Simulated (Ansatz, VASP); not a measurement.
One calculation of ZnCd5O6, two programs

```
Zn Cd O
1.0
     3.30338    0.00000    0.00000
     0.00000    4.72384    0.00000
     0.00000    0.00000   10.00084
Zn Cd O
1 5 6
Direct
  0.00000 0.00000 0.50000
  0.00000 0.00000 0.82720
  0.50000 0.50000 0.00000
  0.00000 0.00000 0.17280
  0.50000 0.50000 0.33904
  0.50000 0.50000 0.66096
  0.00000 0.50000 0.83134
  0.50000 0.00000 0.00000
  0.00000 0.50000 0.16866
  0.50000 0.00000 0.35215
  0.00000 0.50000 0.50000
  0.50000 0.00000 0.64785
```

Alike in both runs: task single point; functional PBE; k mesh 6 × 6 × 2; occupations gaussian, width 0.2 eV; no spin polarisation.

```csv
,VASP,Ansatz
version,VASP 6.6.1,Ansatz 0.2.0
potentials or method,"VASP PAW PBE potentials, release 64 (Zn, Cd_sv_GW, O), cutoff 700 eV","scalar-relativistic, plane waves, PAW"
valence electrons in the cell,148,148
```

Ansatz gave:

```
gap on the k mesh at the Fermi level (eV) : none
pressure (GPa)                            : 0.0
rms of the force components (eV/Å)        : 0.003
```

Task: What did VASP give for the same quantities?

Result: gap on the k mesh at the Fermi level (eV): none; pressure (GPa): -0.1; rms of the force components (eV/Å): 0.005.

Atom by atom the forces differ by 0.005 eV/Å (rms over components). A gap of «none» marks a metal or a gap that the smearing closes. With one functional, cell and mesh, what is left measures potentials, basis and numerics.
